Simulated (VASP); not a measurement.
# Pb (Im-3m) in VASP: further runs

Pb is run at these levels: PBEsol; tasks: single point.

All numbers are computed with VASP 6.6.1; they aren't measurements. Logs are shortened: lines on timing, memory, paths and dates and some standing lists are left out, and cuts for length are marked.

## 1. The cell of the first run

It takes space group Im-3m (No. 229, cubic). The conventional cell has a = 3.959 Å, b = 3.959 Å, c = 3.959 Å, α = 90.00°, β = 90.00°, γ = 90.00°. Pb (site symmetry m-3m) has 14 Pb at 3.43 to 3.96 Å within 4.5 Å.

## 2. Single point, PBEsol

Contents of INCAR:

```
  ALGO = Normal
  EDIFF = 1E-6
  ENCUT = 520
  GGA = PS
  ISIF = 2
  ISMEAR = -1
  LASPH = True
  LCHARG = False
  LREAL = False
  LWAVE = False
  NBANDS = 13
  NELM = 80
  PREC = Accurate
  SIGMA = 0.1
```

Contents of KPOINTS:

```
k-points
0
Gamma
  8 8 8
```

Contents of POSCAR:

```
Pb
1.0
   -1.9797000000      1.9797000000      1.9797000000
    1.9797000000     -1.9797000000      1.9797000000
    1.9797000000      1.9797000000     -1.9797000000
Pb
1
Direct
    0.0000000000      0.0000000000      0.0000000000
```

Potentials or basis: VASP PAW PBE potentials, release 64 (Pb_d).

Started as:

```
$ cat potpaw_PBE.64/Pb_d/POTCAR > POTCAR
$ mpirun -np 1 vasp_std > vasp.out
```

OUTCAR:

```text
EDIFF = 1E-6
   ENCUT = 520
   GGA = PS
   ISIF = 2
   ISMEAR = -1
   LASPH = True
   LREAL = False
   NELM = 80
   PREC = Accurate

 ion  position               nearest neighbor table
   1  0.000  0.000  0.000-

  LATTYP: Found a body centered cubic cell.
 ALAT       =     3.9594000000

  Lattice vectors:

 A1 = (  -1.9797000000,   1.9797000000,   1.9797000000)
 A2 = (   1.9797000000,  -1.9797000000,   1.9797000000)
 A3 = (   1.9797000000,   1.9797000000,  -1.9797000000)

Analysis of symmetry for initial positions (statically):
=====================================================================
 Subroutine PRICEL returns:
 Original cell was already a primitive cell.

 Routine SETGRP: Setting up the symmetry group for a
 body centered cubic supercell.

 Subroutine GETGRP returns: Found 48 space group operations
 (whereof 48 operations were pure point group operations)
 out of a pool of 48 trial point group operations.

The static configuration has the point symmetry O_h .

Analysis of symmetry for dynamics (positions and initial velocities):
=====================================================================
 Subroutine PRICEL returns:
 Original cell was already a primitive cell.

 Routine SETGRP: Setting up the symmetry group for a
 body centered cubic supercell.

 Subroutine GETGRP returns: Found 48 space group operations
 (whereof 48 operations were pure point group operations)
 out of a pool of 48 trial point group operations.

The dynamic configuration has the point symmetry O_h .

 Subroutine INISYM returns: Found 48 space group operations
 (whereof 48 operations are pure point group operations),
 and found     1 'primitive' translations

----------------------------------------------------------------------------------------

                                     Primitive cell

  volume of cell :      31.0355

  direct lattice vectors                    reciprocal lattice vectors
    -1.979700000  1.979700000  1.979700000     0.000000000  0.252563520  0.252563520
     1.979700000 -1.979700000  1.979700000     0.252563520  0.000000000  0.252563520
     1.979700000  1.979700000 -1.979700000     0.252563520  0.252563520  0.000000000

  length of vectors
     3.428940984  3.428940984  3.428940984     0.357178755  0.357178755  0.357178755

  position of ions in fractional coordinates (direct lattice)
     0.000000000  0.000000000  0.000000000

  ion indices of the primitive-cell ions
   primitive index   ion index
                 1           1

----------------------------------------------------------------------------------------

 KPOINTS: k-points

Automatic generation of k-mesh.
 Grid dimensions read from file:
 generate k-points for:    8    8    8

 Generating k-lattice:

  Cartesian coordinates                     Fractional coordinates (reciprocal lattice)
     0.000000000  0.031570440  0.031570440     0.125000000  0.000000000  0.000000000
     0.031570440  0.000000000  0.031570440     0.000000000  0.125000000  0.000000000
     0.031570440  0.031570440  0.000000000     0.000000000  0.000000000  0.125000000

  Length of vectors
     0.044647344  0.044647344  0.044647344

  Shift w.r.t. Gamma in fractional coordinates (k-lattice)
     0.000000000  0.000000000  0.000000000

 Subroutine IBZKPT returns following result:
 ===========================================

 Found     29 irreducible k-points:

 Following reciprocal coordinates:
            Coordinates               Weight
  0.000000  0.000000  0.000000      1.000000
  0.125000  0.000000  0.000000     12.000000
  0.250000  0.000000  0.000000     12.000000
  0.375000  0.000000  0.000000     12.000000
  0.500000  0.000000  0.000000      6.000000
  0.125000  0.125000  0.000000     24.000000
[... 16 lines left out ...]
 -0.250000  0.250000  0.250000      6.000000
 -0.375000  0.375000  0.250000     24.000000
 [... further k-points ...]
   k-points           NKPTS =     29   k-points in BZ     NKDIM =     29   number of bands    NBANDS=     13
   number of dos      NEDOS =    301   number of ions     NIONS =      1
   total plane-waves  NPLWV =  21952
   dimension x,y,z NGX =    28 NGY =   28 NGZ =   28
   dimension x,y,z NGXF=    56 NGYF=   56 NGZF=   56
   ions per type =               1
   NGX,Y,Z   is equivalent  to a cutoff of  13.58, 13.58, 13.58 a.u.
   NGXF,Y,Z  is equivalent  to a cutoff of  27.15, 27.15, 27.15 a.u.
 SYSTEM =  unknown system
   PREC   = accura    normal or accurate (medium, high low for compatibility)
   ISTART =      0    job   : 0-new  1-cont  2-samecut
   ICHARG =      2    charge: 1-file 2-atom 10-const
   ISPIN  =      1    spin polarized calculation?
   LNONCOLLINEAR =      F non collinear calculations
   LSORBIT =      F    spin-orbit coupling
   LASPH  =      T    aspherical Exc in radial PAW
   ENCUT  =  520.0 eV  38.22 Ry    6.18 a.u.   6.38  6.38  6.38*2*pi/ulx,y,z
   NELM   =     80;   NELMIN=  2; NELMDL= -5     # of ELM steps
   EDIFF  = 0.1E-05   stopping-criterion for ELM
   LREAL  =      F    real-space projection
   EDIFFG = 0.1E-04   stopping-criterion for IOM
   NSW    =      0    number of steps for IOM
   IBRION =     -1    ionic relax: 0-MD 1-quasi-New 2-CG
   NFREE  =      0    steps in history (QN), initial steepest desc. (CG)
   ISIF   =      2    stress and relaxation
   ISYM   =      2    0-nonsym 1-usesym 2-fastsym
   POTIM  = 0.5000    time-step for ionic-motion
   TEBEG  =    0.0;   TEEND  =   0.0 temperature during run
   PSTRESS=    0.0 pullay stress
   NELECT =      14.0000    total number of electrons
   NUPDOWN=      -1.0000    fix difference up-down
   EMIN   =  10.00;   EMAX   =-10.00  energy-range for DOS
   EFERMI =   0.00;   METHOD = LEGACY
   ISMEAR =    -1;   SIGMA  =   0.10  broadening in eV -4-tet -1-fermi 0-gaus
   EFERMI_NEDOS =   21; number of points for ismear=-14 and -15
   IALGO  =     38    algorithm
   IMIX   =      4    mixing-type and parameters
     AMIX     =   0.40;   BMIX     =  1.00
     AMIX_MAG =   1.60;   BMIX_MAG =  1.00
  volume/ion in A,a.u.               =      31.04       209.44
  Fermi-wavevector in a.u.,A,eV,Ry     =   1.255543  2.372632 21.448051  1.576387
  Thomas-Fermi vector in A             =   2.389294
   LORBIT       =      0    0 simple, 1 ext, 2 COOP (PROOUT), +10 PAW based schemes
   GGA     = PS    functional components
   LHFCALC =     F    Hartree Fock is set to
   AEXX    =    0.0000 exact exchange contribution
   IVDW    =     0    specifies the selected vdW correction
   LEPSILON=     F    determine dielectric tensor
   LRPA    =     F    only Hartree local field effects (RPA)
 non-spin polarized calculation
  energy-cutoff  :      520.00
  volume of cell :       31.04
 maximum number of plane-waves:       887
 NGX is ok and might be reduce to    28
   NGX = 13   NGY = 13   NGZ = 13

 number of electron      14.0000002 magnetization

 Free energy of the ion-electron system (eV)
  ---------------------------------------------------
  ext. energy  EPLUGINS =         0.00000000
  ---------------------------------------------------
  free energy    TOTEN  =        -3.98176137 eV

  energy without entropy =       -3.97158936  energy(sigma->0) =       -3.97667537

 E-fermi :   6.8047     XC(G=0): -10.2323

 val. band max:        6.4871797620   @ k =   0.5000   0.5000   0.5000
 cond. band min:       6.8700567596   @ k =   0.5000   0.5000   0.3750
 fundamental gap:      0.3828769976
 Fermi energy:         6.8047168498

 k-point     1 :       0.0000    0.0000    0.0000
  band No.  band energies     occupation
      1     -10.1783      2.00000
      2     -10.1783      2.00000
      3     -10.1783      2.00000
      4      -9.9507      2.00000
      5      -9.9507      2.00000
      6      -4.7702      2.00000
      7      14.2805      0.00000
      8      14.2805      0.00000
      9      14.2805      0.00000
     10      17.9160      0.00000
     11      17.9160      0.00000
     12      17.9160      0.00000
     13      18.3446      0.00000

 k-point     2 :       0.1250    0.0000    0.0000
  band No.  band energies     occupation
      1     -10.1900      2.00000
      2     -10.1645      2.00000
      3     -10.1266      2.00000
      4      -9.9631      2.00000
      5      -9.9517      2.00000
      6      -4.4595      2.00000
      7      11.6693      0.00000
      8      13.3557      0.00000
      9      13.8794      0.00000
     10      16.4730      0.00000
     11      17.2345      0.00000
     12      17.7589      0.00000
     13      19.6933      0.00000

 k-point     3 :       0.2500    0.0000    0.0000
  band No.  band energies     occupation
      1     -10.2183      2.00000
      2     -10.1482      2.00000
      3      -9.9992      2.00000
      4      -9.9813      2.00000
      5      -9.9543      2.00000
      6      -3.5350      2.00000
      7       7.8803      0.00004
      8      11.8028      0.00000
      9      12.9678      0.00000
     10      15.1954      0.00000
     11      16.3908      0.00000
     12      18.3663      0.00000
     13      20.3814      0.00000

 k-point     4 :       0.3750    0.0000    0.0000
  band No.  band energies     occupation
      1     -10.2463      2.00000
      2     -10.1628      2.00000
      3      -9.9743      2.00000
      4      -9.9565      2.00000
      5      -9.8675      2.00000
      6      -2.1044      2.00000
      7       4.5901      2.00000
      8      10.6466      0.00000
      9      12.2016      0.00000
     10      14.4928      0.00000
     11      15.8668      0.00000
     12      19.6860      0.00000
     13      21.0129      0.00000

 k-point     5 :       0.5000    0.0000    0.0000
  band No.  band energies     occupation
      1     -10.2579      2.00000
      2     -10.1765      2.00000
      3      -9.9652      2.00000
      4      -9.9574      2.00000
      5      -9.8117      2.00000
      6      -1.0363      2.00000
      7       2.8879      2.00000
      8      10.2297      0.00000
      9      11.9196      0.00000
     10      14.2712      0.00000
     11      15.6929      0.00000
     12      20.6295      0.00000
     13      21.4040      0.00000
[... 257 lines left out ...]
 k-point    22 :       0.2500    0.2500    0.2500
  band No.  band energies     occupation
      1     -10.0791      2.00000
      2     -10.0791      2.00000
      3     -10.0791      2.00000
      4      -9.9556      2.00000
      5      -9.9556      2.00000
      6      -0.3545      2.00000
      7       5.8291      1.99988
      8       5.8291      1.99988
      9       5.8291      1.99988
     10      23.4162      0.00000
     11      23.4162      0.00000
     12      23.4162      0.00000
     13      24.7714      0.00000

 k-point    23 :      -0.2500    0.2500    0.2500
  band No.  band energies     occupation
      1     -10.0868      2.00000
      2     -10.0448      2.00000
      3     -10.0448      2.00000
      4     -10.0124      2.00000
      5     -10.0089      2.00000
      6      -2.3474      2.00000
      7       7.8840      0.00004
      8       9.3880      0.00000
      9       9.3880      0.00000
     10      13.1686      0.00000
     11      20.0056      0.00000
     12      20.0056      0.00000
     13      20.3520      0.00000

 k-point    24 :      -0.3750    0.3750    0.2500
  band No.  band energies     occupation
      1     -10.1350      2.00000
      2     -10.0695      2.00000
      3     -10.0502      2.00000
      4      -9.9792      2.00000
      5      -9.8877      2.00000
      6      -1.0149      2.00000
      7       5.6670      1.99998
      8       8.3161      0.00000
      9       9.0076      0.00000
     10      13.2156      0.00000
     11      17.4290      0.00000
     12      19.7463      0.00000
     13      19.8042      0.00000

 [... further k-points ...]

------------------------ aborting loop because EDIFF is reached ----------------------------------------

  FORCE on cell =-STRESS in cart. coord.  units (eV):
  Direction    XX          YY          ZZ          XY          YZ          ZX
  --------------------------------------------------------------------------------------
  -------------------------------------------------------------------------------------
  Total       -0.2910795     -0.2910795     -0.2910795      0.0000000      0.0000000      0.0000000
  in kB      -15.0267139    -15.0267139    -15.0267139      0.0000000      0.0000000      0.0000000
  external PRESSURE =     -15.0267139 kB  Pullay stress =       0.0000000 kB

 VOLUME and BASIS-vectors are now :
 -----------------------------------------------------------------------------
  energy-cutoff  :      520.00
  volume of cell :       31.04
      direct lattice vectors                 reciprocal lattice vectors
    -1.979700000  1.979700000  1.979700000     0.000000000  0.252563520  0.252563520
     1.979700000 -1.979700000  1.979700000     0.252563520  0.000000000  0.252563520
     1.979700000  1.979700000 -1.979700000     0.252563520  0.252563520  0.000000000

 POSITION                                       TOTAL-FORCE (eV/Angst)
 -----------------------------------------------------------------------------------
      0.00000      0.00000      0.00000         0.000000      0.000000     -0.000000
 -----------------------------------------------------------------------------------
    total drift:                               -0.000000     -0.000000     -0.000000

  FREE ENERGIE OF THE ION-ELECTRON SYSTEM (eV)
  ---------------------------------------------------
  free  energy   TOTEN  =        -3.9817613698 eV

  energy  without entropy=       -3.9715893622  energy(sigma->0) =       -3.97667537
```

It took 6.1 s on 1 thread of Intel Xeon Platinum 8488C (Sapphire Rapids), shared host; peak memory 0.16 GiB.

Results:

- Free energy: -3.9818 eV
- Pressure: -1.5 GPa
- Band gap on the k mesh: zero (band 7 reaches 14.28 eV, above the bottom of band 8 at 4.97 eV)

Caveat: the PAW data sets were made with another functional, which shifts forces and pressure a little; spin-orbit coupling is left out, which moves the levels of the heavy elements.

## 3. Single point, PBEsol

This run uses another cell than the first one, of 32.69 Å³/atom, 1.053 times its volume.

Contents of INCAR:

```
SYSTEM = Pb
PREC = Accurate
ENCUT = 520
EDIFF = 1E-7
ISMEAR = -1
SIGMA = 0.1
LREAL = .FALSE.
LASPH = .TRUE.
NELM = 80
ALGO = Normal
ISIF = 2
LWAVE = .FALSE.
LCHARG = .TRUE.
GGA = PS
LELF = .TRUE.
LVHAR = .TRUE.
NBANDS = 13
```

Contents of KPOINTS:

```
Automatic mesh
0
G
  8 8 8
  0 0 0
```

Contents of POSCAR:

```
Pb
1.0
   -2.0142868881      2.0142868881      2.0142868881
    2.0142868881     -2.0142868881      2.0142868881
    2.0142868881      2.0142868881     -2.0142868881
Pb
1
Direct
    0.0000000000      0.0000000000      0.0000000000
```

Potentials or basis: VASP PAW PBE potentials, release 64 (Pb_d).

Started as:

```
$ cat potpaw_PBE.64/Pb_d/POTCAR > POTCAR
$ mpirun -np 1 vasp_std > vasp.out
```

OUTCAR:

```text
SYSTEM = Pb
   PREC = Accurate
   ENCUT = 520
   EDIFF = 1E-7
   ISMEAR = -1
   LREAL = .FALSE.
   LASPH = .TRUE.
   NELM = 80
   ISIF = 2
   GGA = PS

 ion  position               nearest neighbor table
   1  0.000  0.000  0.000-

  LATTYP: Found a body centered cubic cell.
 ALAT       =     4.0285737762

  Lattice vectors:

 A1 = (  -2.0142868881,   2.0142868881,   2.0142868881)
 A2 = (   2.0142868881,  -2.0142868881,   2.0142868881)
 A3 = (   2.0142868881,   2.0142868881,  -2.0142868881)

Analysis of symmetry for initial positions (statically):
=====================================================================
 Subroutine PRICEL returns:
 Original cell was already a primitive cell.

 Routine SETGRP: Setting up the symmetry group for a
 body centered cubic supercell.

 Subroutine GETGRP returns: Found 48 space group operations
 (whereof 48 operations were pure point group operations)
 out of a pool of 48 trial point group operations.

The static configuration has the point symmetry O_h .

[... 166 lines left out ...]
  band No.  band energies     occupation
      1     -10.6992      2.00000
      2     -10.6992      2.00000
      3     -10.6992      2.00000
      4     -10.5030      2.00000
      5     -10.5030      2.00000
      6      -4.9925      2.00000
      7      13.2845      0.00000
      8      13.2845      0.00000
      9      13.2845      0.00000
     10      17.0236      0.00000
     11      17.2746      0.00000
     12      17.2746      0.00000
     13      17.2746      0.00000
[... 354 lines left out ...]
  band No.  band energies     occupation
      1     -10.6580      2.00000
      2     -10.6027      2.00000
      3     -10.5878      2.00000
      4     -10.5266      2.00000
      5     -10.4491      2.00000
      6      -1.4969      2.00000
      7       5.1332      1.99997
      8       7.7101      0.00000
      9       8.3259      0.00000
     10      12.5549      0.00000
     11      16.6058      0.00000
     12      18.8047      0.00000
     13      18.9037      0.00000

 [... further k-points ...]

------------------------ aborting loop because EDIFF is reached ----------------------------------------

  FORCE on cell =-STRESS in cart. coord.  units (eV):
  Direction    XX          YY          ZZ          XY          YZ          ZX
  --------------------------------------------------------------------------------------
  -------------------------------------------------------------------------------------
  Total       -0.6873717     -0.6873717     -0.6873717      0.0000000     -0.0000000      0.0000000
  in kB      -33.6882375    -33.6882375    -33.6882375      0.0000000     -0.0000000      0.0000000
  external PRESSURE =     -33.6882375 kB  Pullay stress =       0.0000000 kB

 VOLUME and BASIS-vectors are now :
 -----------------------------------------------------------------------------
  energy-cutoff  :      520.00
  volume of cell :       32.69
      direct lattice vectors                 reciprocal lattice vectors
    -2.014286888  2.014286888  2.014286888     0.000000000  0.248226806  0.248226806
     2.014286888 -2.014286888  2.014286888     0.248226806  0.000000000  0.248226806
     2.014286888  2.014286888 -2.014286888     0.248226806  0.248226806  0.000000000

 POSITION                                       TOTAL-FORCE (eV/Angst)
 -----------------------------------------------------------------------------------
      0.00000      0.00000      0.00000         0.000000      0.000000      0.000000
 -----------------------------------------------------------------------------------
    total drift:                               -0.000000     -0.000000     -0.000000

  FREE ENERGIE OF THE ION-ELECTRON SYSTEM (eV)
  ---------------------------------------------------
  free  energy   TOTEN  =        -3.9570573951 eV

  energy  without entropy=       -3.9463090616  energy(sigma->0) =       -3.95168323
```

stdout:

```text
POSCAR found type information on POSCAR Pb
 POSCAR found :  1 types and       1 ions
 scaLAPACK will be used
 -----------------------------------------------------------------------------
|                                                                             |
|                                                                             |
|     You enforced a specific xc type in the INCAR file but a different       |
|     I HOPE YOU KNOW WHAT YOU ARE DOING!                                     |
|                                                                             |
 -----------------------------------------------------------------------------

 LDA part: xc-table for (Slater+PW92), standard interpolation
 POSCAR, INCAR and KPOINTS ok, starting setup
 FFT: planning ... GRIDC
 FFT: planning ... GRID_SOFT
 FFT: planning ... GRID
 WAVECAR not read
 entering main loop
```

It took 7.1 s on 1 thread of Intel Xeon Platinum 8488C (Sapphire Rapids), shared host; peak memory 0.16 GiB.

What came out:

```yaml
Free_energy: -3.9571 eV
Pressure: -3.4 GPa
Band_gap_on_the_k_mesh: zero (band 7 reaches 13.28 eV, above the bottom of band 8 at 4.55 eV)
```

Levels at points of the mesh, in eV from the Fermi level:
```
           k point  band 4  band 5  band 6  band 7  band 8  band 9  band 10  band 11
(0.00, 0.00, 0.00)  -16.76  -16.76  -11.25    7.03    7.03    7.03    10.77    11.02
(0.50, 0.00, 0.00)  -16.77  -16.64   -7.83   -3.69    3.26    4.93     7.17     8.65
(0.50, 0.50, 0.50)  -16.67  -16.67   -5.45   -0.27   -0.27   -0.27     4.52     4.52
```

Caveat: the PAW data sets were made with another functional, which shifts forces and pressure a little; spin-orbit coupling is left out, which moves the levels of the heavy elements.
